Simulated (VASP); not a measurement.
ZnSe:

```
CELL_PARAMETERS angstrom
0.00000 2.83242 2.83242
2.83242 0.00000 2.83242
2.83242 2.83242 0.00000
ATOMIC_POSITIONS crystal
Zn 0.00000 0.00000 0.00000
Se 0.25000 0.25000 0.25000
```

Base run:

- Program: VASP 6.6.1
- Functional: r2SCAN
- Potentials or basis: VASP PAW PBE potentials, release 64 (Zn, Se)
- Cutoff: 520 eV
- k mesh: 8 × 8 × 8
- Occupations: gaussian, width 0.01 eV
- Spin: no spin polarisation

Its results: band gap on the k mesh 1.87 eV; pressure 0.1 GPa.

Problem. The run is repeated on the same cell with these changes: functional from r2SCAN to PBE; k mesh from 8 × 8 × 8 to 4 × 4 × 4. What comes out?

Solution. Band gap on the k mesh 1.28 eV; pressure 2.8 GPa.

Several settings changed at once.

Caveats: some runs use coarse meshes; the PAW data sets were made with another functional, which shifts forces and pressure a little (at least some runs).

